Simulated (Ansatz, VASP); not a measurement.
**One calculation of Ta, two programs**

```xyz
1
Lattice="-1.6264 1.6264 1.6264 1.6264 -1.6264 1.6264 1.6264 1.6264 -1.6264" Properties=species:S:1:pos:R:3 pbc="T T T"
Ta    0.0000    0.0000    0.0000
```

Alike in both runs: functional LDA; k mesh 18 × 18 × 18; occupations gaussian, width 0.1 eV; no spin polarisation.

Ansatz relaxed the structure, and its values are those at the end. VASP's run is a single point on that final structure, the one shown.

|  | VASP | Ansatz |
| --- | --- | --- |
| version | VASP 6.6.1 | Ansatz 0.2.0 |
| potentials or method | VASP PAW LDA potentials, release 64 (Ta_pv), cutoff 520 eV | scalar-relativistic, plane waves, PAW |
| valence electrons in the cell | 11 | 13 |

```csv
,VASP,Ansatz,Ansatz less VASP
gap on the k mesh at the Fermi level (eV),none,none,-
pressure (GPa),0.9,0.0,-0.92
```

Ansatz warns that its potentials were made for another functional, while VASP's fit it. LDA's correlation is that of Perdew and Zunger in VASP and of Perdew and Wang (1992) in Ansatz. A gap of «none» marks a metal or a gap that the smearing closes. VASP's potentials hold 11 valence electrons a cell and Ansatz's 13, so a difference there can come from the potentials and not from the codes.

Neither program's run includes spin-orbit coupling.
